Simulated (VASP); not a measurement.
# ScCu (Pm-3m) in VASP: notebook

ScCu is run at these levels: LDA; tasks: single point, relaxation of cell and atoms.

Everything below comes from runs of VASP 6.6.1. Logs are shortened: lines on timing, memory, paths and dates and some standing lists are left out, and cuts for length are marked.

### Step 1. The cell of the first run

Symmetry: Pm-3m, No. 221, cubic system. The conventional cell has a = 3.167 Å, b = 3.167 Å, c = 3.167 Å, α = 90.00°, β = 90.00°, γ = 90.00°. Within 3.6 Å of Sc (site symmetry m-3m) lie 8 Cu at 2.74 Å and 6 Sc at 3.17 Å. Within 3.6 Å of Cu (site symmetry m-3m) lie 8 Sc at 2.74 Å and 6 Cu at 3.17 Å.

### Step 2. Single point, LDA

INCAR reads:

```
PREC = Accurate
ENCUT = 520
EDIFF = 1E-6
ISMEAR = -1
SIGMA = 0.1
LREAL = F
LASPH = T
NELM = 80
ALGO = Normal
ISIF = 2
LWAVE = F
LCHARG = F
GGA = CA
NBANDS = 18
```

KPOINTS reads:

```
Automatic mesh
0
Gamma
  8 8 8
```

POSCAR reads:

```
ScCu
1.0
    3.1665163810      0.0000000000      0.0000000000
    0.0000000000      3.1665163810      0.0000000000
    0.0000000000      0.0000000000      3.1665163810
Sc Cu
1 1
Direct
    0.5000000000      0.5000000000      0.5000000000
    0.0000000000      0.0000000000      0.0000000000
```

Potentials or basis: VASP PAW LDA potentials, release 64 (Sc_sv, Cu).

The run is started by

```bash
$ cat potpaw_LDA.64/Sc_sv/POTCAR potpaw_LDA.64/Cu/POTCAR > POTCAR
$ mpirun -np 1 vasp_std > vasp.out
```

OUTCAR:

```text
PREC = Accurate
   ENCUT = 520
   EDIFF = 1E-6
   ISMEAR = -1
   LREAL = F
   LASPH = T
   NELM = 80
   ISIF = 2
   GGA = CA

 ion  position               nearest neighbor table
   1  0.500  0.500  0.500-   2 2.74   2 2.74   2 2.74   2 2.74   2 2.74   2 2.74   2 2.74   2 2.74

   2  0.000  0.000  0.000-   1 2.74   1 2.74   1 2.74   1 2.74   1 2.74   1 2.74   1 2.74   1 2.74

  LATTYP: Found a simple cubic cell.
 ALAT       =     3.1665163810

  Lattice vectors:

 A1 = (   3.1665163810,   0.0000000000,   0.0000000000)
 A2 = (   0.0000000000,   3.1665163810,   0.0000000000)
 A3 = (   0.0000000000,   0.0000000000,   3.1665163810)

Analysis of symmetry for initial positions (statically):
=====================================================================
 Subroutine PRICEL returns:
 Original cell was already a primitive cell.

 Routine SETGRP: Setting up the symmetry group for a
 simple cubic supercell.

 Subroutine GETGRP returns: Found 48 space group operations
 (whereof 48 operations were pure point group operations)
 out of a pool of 48 trial point group operations.

The static configuration has the point symmetry O_h .

Analysis of symmetry for dynamics (positions and initial velocities):
=====================================================================
 Subroutine PRICEL returns:
 Original cell was already a primitive cell.

 Routine SETGRP: Setting up the symmetry group for a
 simple cubic supercell.

 Subroutine GETGRP returns: Found 48 space group operations
 (whereof 48 operations were pure point group operations)
 out of a pool of 48 trial point group operations.

The dynamic configuration has the point symmetry O_h .

 Subroutine INISYM returns: Found 48 space group operations
 (whereof 48 operations are pure point group operations),
 and found     1 'primitive' translations

----------------------------------------------------------------------------------------

                                     Primitive cell

  volume of cell :      31.7501

  direct lattice vectors                    reciprocal lattice vectors
     3.166516381  0.000000000  0.000000000     0.315804461  0.000000000  0.000000000
     0.000000000  3.166516381  0.000000000     0.000000000  0.315804461  0.000000000
     0.000000000  0.000000000  3.166516381     0.000000000  0.000000000  0.315804461

  length of vectors
     3.166516381  3.166516381  3.166516381     0.315804461  0.315804461  0.315804461

  position of ions in fractional coordinates (direct lattice)
     0.500000000  0.500000000  0.500000000
     0.000000000  0.000000000  0.000000000

  ion indices of the primitive-cell ions
   primitive index   ion index
                 1           1
                 2           2

----------------------------------------------------------------------------------------

 KPOINTS: Automatic mesh

Automatic generation of k-mesh.
 Grid dimensions read from file:
 generate k-points for:    8    8    8

 Generating k-lattice:

  Cartesian coordinates                     Fractional coordinates (reciprocal lattice)
     0.039475558  0.000000000  0.000000000     0.125000000  0.000000000  0.000000000
     0.000000000  0.039475558  0.000000000     0.000000000  0.125000000  0.000000000
     0.000000000  0.000000000  0.039475558     0.000000000  0.000000000  0.125000000

  Length of vectors
     0.039475558  0.039475558  0.039475558

  Shift w.r.t. Gamma in fractional coordinates (k-lattice)
     0.000000000  0.000000000  0.000000000

 Subroutine IBZKPT returns following result:
 ===========================================

 Found     35 irreducible k-points:

 Following reciprocal coordinates:
            Coordinates               Weight
  0.000000  0.000000  0.000000      1.000000
  0.125000  0.000000  0.000000      6.000000
  0.250000  0.000000  0.000000      6.000000
  0.375000  0.000000  0.000000      6.000000
  0.500000  0.000000  0.000000      3.000000
  0.125000  0.125000  0.000000     12.000000
[... 16 lines left out ...]
  0.375000  0.375000  0.125000     24.000000
  0.500000  0.375000  0.125000     24.000000
 [... further k-points ...]
   k-points           NKPTS =     35   k-points in BZ     NKDIM =     35   number of bands    NBANDS=     18
   number of dos      NEDOS =    301   number of ions     NIONS =      2
   total plane-waves  NPLWV =  13824
   dimension x,y,z NGX =    24 NGY =   24 NGZ =   24
   dimension x,y,z NGXF=    48 NGYF=   48 NGZF=   48
   ions per type =               1   1
   NGX,Y,Z   is equivalent  to a cutoff of  12.60, 12.60, 12.60 a.u.
   NGXF,Y,Z  is equivalent  to a cutoff of  25.20, 25.20, 25.20 a.u.
 SYSTEM =  unknown system
   PREC   = accura    normal or accurate (medium, high low for compatibility)
   ISTART =      0    job   : 0-new  1-cont  2-samecut
   ICHARG =      2    charge: 1-file 2-atom 10-const
   ISPIN  =      1    spin polarized calculation?
   LNONCOLLINEAR =      F non collinear calculations
   LSORBIT =      F    spin-orbit coupling
   LASPH  =      T    aspherical Exc in radial PAW
   ENCUT  =  520.0 eV  38.22 Ry    6.18 a.u.   5.89  5.89  5.89*2*pi/ulx,y,z
   NELM   =     80;   NELMIN=  2; NELMDL= -5     # of ELM steps
   EDIFF  = 0.1E-05   stopping-criterion for ELM
   LREAL  =      F    real-space projection
   EDIFFG = 0.1E-04   stopping-criterion for IOM
   NSW    =      0    number of steps for IOM
   IBRION =     -1    ionic relax: 0-MD 1-quasi-New 2-CG
   NFREE  =      0    steps in history (QN), initial steepest desc. (CG)
   ISIF   =      2    stress and relaxation
   ISYM   =      2    0-nonsym 1-usesym 2-fastsym
   POTIM  = 0.5000    time-step for ionic-motion
   TEBEG  =    0.0;   TEEND  =   0.0 temperature during run
   PSTRESS=    0.0 pullay stress
   NELECT =      22.0000    total number of electrons
   NUPDOWN=      -1.0000    fix difference up-down
   EMIN   =  10.00;   EMAX   =-10.00  energy-range for DOS
   EFERMI =   0.00;   METHOD = LEGACY
   ISMEAR =    -1;   SIGMA  =   0.10  broadening in eV -4-tet -1-fermi 0-gaus
   EFERMI_NEDOS =   21; number of points for ismear=-14 and -15
   IALGO  =     38    algorithm
   IMIX   =      4    mixing-type and parameters
     AMIX     =   0.40;   BMIX     =  1.00
     AMIX_MAG =   1.60;   BMIX_MAG =  1.00
  volume/ion in A,a.u.               =      15.88       107.13
  Fermi-wavevector in a.u.,A,eV,Ry     =   1.448663  2.737576 28.553513  2.098624
  Thomas-Fermi vector in A             =   2.566478
   LORBIT       =      0    0 simple, 1 ext, 2 COOP (PROOUT), +10 PAW based schemes
   GGA     = CA    functional components
   LHFCALC =     F    Hartree Fock is set to
   AEXX    =    0.0000 exact exchange contribution
   IVDW    =     0    specifies the selected vdW correction
   LEPSILON=     F    determine dielectric tensor
   LRPA    =     F    only Hartree local field effects (RPA)
 non-spin polarized calculation
  energy-cutoff  :      520.00
  volume of cell :       31.75
 maximum number of plane-waves:       876
 NGX is ok and might be reduce to    24
   NGX = 11   NGY = 11   NGZ = 11

 number of electron      22.0000038 magnetization

 Free energy of the ion-electron system (eV)
  ---------------------------------------------------
  ext. energy  EPLUGINS =         0.00000000
  ---------------------------------------------------
  free energy    TOTEN  =       -11.99449698 eV

  energy without entropy =      -11.94588662  energy(sigma->0) =      -11.97019180

 E-fermi :   6.0325     XC(G=0): -11.8456

 val. band max:        5.8276893563   @ k =   0.5000   0.5000   0.1250
 cond. band min:       6.0754127970   @ k =   0.5000   0.2500   0.2500
 fundamental gap:      0.2477234407
 Fermi energy:         6.0325184939

 k-point     1 :       0.0000    0.0000    0.0000
  band No.  band energies     occupation
      1     -42.8757      2.00000
      2     -21.7178      2.00000
      3     -21.7178      2.00000
      4     -21.7178      2.00000
      5      -1.3805      2.00000
      6       1.7794      2.00000
[... 10 lines left out ...]
     17      13.2291      0.00000
     18      13.2291      0.00000

 k-point     2 :       0.1250    0.0000    0.0000
  band No.  band energies     occupation
      1     -42.8709      2.00000
      2     -21.7664      2.00000
      3     -21.7139      2.00000
      4     -21.7139      2.00000
      5      -1.1065      2.00000
      6       1.8417      2.00000
[... 10 lines left out ...]
     17      13.9271      0.00000
     18      13.9271      0.00000

 k-point     3 :       0.2500    0.0000    0.0000
  band No.  band energies     occupation
      1     -42.8592      2.00000
      2     -21.8822      2.00000
      3     -21.7045      2.00000
      4     -21.7045      2.00000
      5      -0.3283      2.00000
      6       1.9997      2.00000
[... 10 lines left out ...]
     17      15.4803      0.00000
     18      15.4803      0.00000

 k-point     4 :       0.3750    0.0000    0.0000
  band No.  band energies     occupation
      1     -42.8475      2.00000
      2     -21.9958      2.00000
      3     -21.6950      2.00000
      4     -21.6950      2.00000
      5       0.7854      2.00000
      6       2.1704      2.00000
[... 10 lines left out ...]
     17      17.4007      0.00000
     18      17.4008      0.00000

 k-point     5 :       0.5000    0.0000    0.0000
  band No.  band energies     occupation
      1     -42.8426      2.00000
      2     -22.0422      2.00000
      3     -21.6911      2.00000
      4     -21.6911      2.00000
      5       1.5033      2.00000
      6       2.2455      2.00000
[... 10 lines left out ...]
     17      17.7730      0.00000
     18      19.1673      0.00000

 k-point     6 :       0.1250    0.1250    0.0000
  band No.  band energies     occupation
      1     -42.8661      2.00000
      2     -21.7655      2.00000
      3     -21.7584      2.00000
      4     -21.7099      2.00000
      5      -0.8423      2.00000
      6       1.9014      2.00000
[... 10 lines left out ...]
     17      13.0689      0.00000
     18      14.4948      0.00000

 k-point     7 :       0.2500    0.1250    0.0000
  band No.  band energies     occupation
      1     -42.8545      2.00000
      2     -21.8766      2.00000
      3     -21.7509      2.00000
      4     -21.7003      2.00000
      5      -0.0979      2.00000
      6       2.0339      2.00000
[... 10 lines left out ...]
     17      14.1729      0.00000
     18      15.8550      0.00000

 k-point     8 :       0.3750    0.1250    0.0000
  band No.  band energies     occupation
      1     -42.8429      2.00000
      2     -21.9887      2.00000
      3     -21.7402      2.00000
      4     -21.6907      2.00000
      5       0.9374      2.00000
      6       2.1731      2.00000
[... 10 lines left out ...]
     17      15.5559      0.00000
     18      17.5936      0.00000
[... 229 lines left out ...]
     17      16.4441      0.00000
     18      16.5056      0.00000

 k-point    20 :       0.2500    0.2500    0.1250
  band No.  band energies     occupation
      1     -42.8386      2.00000
      2     -21.8635      2.00000
      3     -21.8507      2.00000
      4     -21.7356      2.00000
      5       0.7455      2.00000
      6       2.1662      2.00000
[... 10 lines left out ...]
     17      13.1878      0.00000
     18      15.1941      0.00000

 k-point    21 :       0.3750    0.2500    0.1250
  band No.  band energies     occupation
      1     -42.8272      2.00000
      2     -21.9655      2.00000
      3     -21.8430      2.00000
      4     -21.7247      2.00000
      5       1.4483      2.00000
      6       2.1311      2.00000
[... 10 lines left out ...]
     17      13.8426      0.00000
     18      16.1008      0.00000

 k-point    22 :       0.5000    0.2500    0.1250
  band No.  band energies     occupation
      1     -42.8225      2.00000
      2     -22.0096      2.00000
      3     -21.8375      2.00000
      4     -21.7202      2.00000
      5       1.7661      2.00000
      6       2.0326      2.00000
[... 10 lines left out ...]
     17      14.5191      0.00000
     18      16.1393      0.00000

 k-point    23 :       0.3750    0.3750    0.1250
  band No.  band energies     occupation
      1     -42.8162      2.00000
      2     -21.9518      2.00000
      3     -21.9456      2.00000
      4     -21.7138      2.00000
      5       1.6369      2.00000
      6       1.9667      2.00000
[... 10 lines left out ...]
     17      13.1353      0.00000
     18      15.3601      0.00000

 k-point    24 :       0.5000    0.3750    0.1250
  band No.  band energies     occupation
      1     -42.8116      2.00000
      2     -21.9919      2.00000
      3     -21.9418      2.00000
      4     -21.7093      2.00000
      5       1.6808      2.00000
      6       1.8842      2.00000
[... 10 lines left out ...]
     17      13.2651      0.00000
     18      14.4742      0.00000

 [... further k-points ...]

------------------------ aborting loop because EDIFF is reached ----------------------------------------

  FORCE on cell =-STRESS in cart. coord.  units (eV):
  Direction    XX          YY          ZZ          XY          YZ          ZX
  --------------------------------------------------------------------------------------
  -------------------------------------------------------------------------------------
  Total        0.1346746      0.1346746      0.1346746      0.0000000      0.0000000     -0.0000000
  in kB        6.7959656      6.7959656      6.7959656      0.0000000      0.0000000     -0.0000000
  external PRESSURE =       6.7959656 kB  Pullay stress =       0.0000000 kB

 VOLUME and BASIS-vectors are now :
 -----------------------------------------------------------------------------
  energy-cutoff  :      520.00
  volume of cell :       31.75
      direct lattice vectors                 reciprocal lattice vectors
     3.166516381  0.000000000  0.000000000     0.315804461  0.000000000  0.000000000
     0.000000000  3.166516381  0.000000000     0.000000000  0.315804461  0.000000000
     0.000000000  0.000000000  3.166516381     0.000000000  0.000000000  0.315804461

 POSITION                                       TOTAL-FORCE (eV/Angst)
 -----------------------------------------------------------------------------------
      1.58326      1.58326      1.58326         0.000000      0.000000      0.000000
      0.00000      0.00000      0.00000         0.000000      0.000000      0.000000
 -----------------------------------------------------------------------------------
    total drift:                                0.000000      0.000000     -0.000000

  FREE ENERGIE OF THE ION-ELECTRON SYSTEM (eV)
  ---------------------------------------------------
  free  energy   TOTEN  =       -11.9944969753 eV

  energy  without entropy=      -11.9458866240  energy(sigma->0) =      -11.97019180
```

Run time: 22 s. Hardware: 1 thread of AMD EPYC 7R13, shared host; peak memory 0.11 GiB.

Results:

* Free energy: -11.9945 eV
* Pressure: 0.7 GPa
* Band gap on the k mesh: zero (bands 11 and 12 overlap by 2.15 eV)

Levels at points of the mesh, in eV from the Fermi level:
| k point | band 8 | band 9 | band 10 | band 11 | band 12 | band 13 | band 14 | band 15 |
| --- | --- | --- | --- | --- | --- | --- | --- | --- |
| (0.00, 0.00, 0.00) | -3.29 | -3.29 | -3.29 | 0.47 | 0.47 | 3.41 | 3.41 | 3.41 |
| (0.50, 0.00, 0.00) | -3.40 | -3.40 | -3.18 | -2.20 | 0.17 | 1.41 | 1.41 | 3.30 |
| (0.50, 0.50, 0.00) | -3.66 | -2.91 | -1.96 | 0.25 | 0.25 | 0.92 | 2.69 | 2.69 |
| (0.50, 0.50, 0.50) | -2.89 | -2.89 | -1.68 | -1.68 | -1.68 | 3.41 | 4.20 | 4.20 |

### Step 3. Relaxation of cell and atoms, LDA

This run uses another cell than the first one, of 17.26 Å³/atom.

INCAR reads:

```
SYSTEM = ScCu
PREC     = Accurate       ! precision mode
ENCUT    = 600            ! plane-wave cutoff, eV
EDIFF    = 1E-6           ! SCF threshold, eV
ISMEAR   = -1             ! smearing method
SIGMA    = 0.1            ! smearing width, eV
LREAL    = .False.        ! projectors in reciprocal space
LASPH    = .True.         ! aspherical terms in the spheres
NELM     = 100            ! most SCF steps
ALGO     = Normal         ! electronic algorithm
ISIF     = 3              ! what is computed and relaxed
LWAVE    = .False.        ! write WAVECAR
LCHARG   = .False.        ! write CHGCAR
GGA      = CA             ! functional
IBRION   = 2              ! ionic algorithm
NSW      = 80             ! ionic steps
EDIFFG   = -0.01          ! ionic threshold
```

KPOINTS reads:

```
Automatic mesh
0
Gamma
  8 8 8
  0 0 0
```

POSCAR reads:

```
ScCu
1.0
    3.2560000000      0.0000000000      0.0000000000
    0.0000000000      3.2560000000      0.0000000000
    0.0000000000      0.0000000000      3.2560000000
Sc Cu
1 1
Direct
    0.5000000000      0.5000000000      0.5000000000
    0.0000000000      0.0000000000      0.0000000000
```

Potentials or basis: VASP PAW LDA potentials, release 64 (Sc_sv, Cu).

The run is started by

```bash
$ cat potpaw_LDA.64/Sc_sv/POTCAR potpaw_LDA.64/Cu/POTCAR > POTCAR
$ mpirun -np 1 vasp_std > vasp.out
```

Run time: 1.9 min. Hardware: 1 thread of AMD EPYC 7R13, shared host; peak memory 0.14 GiB.

The run converged. Its results:

* Free energy: -11.9953 eV
* Relaxed volume: 15.96 Å³/atom
* Relaxed cell: a = 3.172 Å, b = 3.172 Å, c = 3.172 Å, α = 90.00°, β = 90.00°, γ = 90.00°
* Space group after relaxing (to 0.1 Å): Pm-3m (No. 221)
* Energy gained by relaxing: 30.7 meV/atom
* Ionic steps: 3
* Pressure after relaxing: 0.0 GPa
* Band gap on the k mesh: zero (bands 11 and 12 overlap by 2.14 eV)

The path:
```tsv
step	energy change (eV)	largest force (eV/Å)	pressure (GPa)	volume (Å³)
1	0.0000	0.0000	-7.05	34.52
2	-0.0490	0.0000	3.88	30.86
3	-0.0613	0.0000	-0.01	31.92
```

Final structure:
```xyz
2
Lattice="3.1721 0.0000 0.0000 0.0000 3.1721 0.0000 0.0000 0.0000 3.1721" Properties=species:S:1:pos:R:3 pbc="T T T"
Sc    1.5860    1.5860    1.5860
Cu    0.0000    0.0000    0.0000
```

Levels at points of the mesh, in eV from the Fermi level:
| k point | band 8 | band 9 | band 10 | band 11 | band 12 | band 13 | band 14 | band 15 |
| --- | --- | --- | --- | --- | --- | --- | --- | --- |
| (0.00, 0.00, 0.00) | -3.28 | -3.28 | -3.28 | 0.47 | 0.47 | 3.39 | 3.39 | 3.39 |
| (0.50, 0.00, 0.00) | -3.39 | -3.39 | -3.16 | -2.20 | 0.18 | 1.41 | 1.41 | 3.28 |
| (0.50, 0.50, 0.00) | -3.64 | -2.90 | -1.95 | 0.24 | 0.24 | 0.91 | 2.67 | 2.67 |
| (0.50, 0.50, 0.50) | -2.88 | -2.88 | -1.67 | -1.67 | -1.67 | 3.39 | 4.18 | 4.18 |

LDA usually gives volumes a few per cent too small. Zero-point motion and thermal expansion aren't in these numbers.
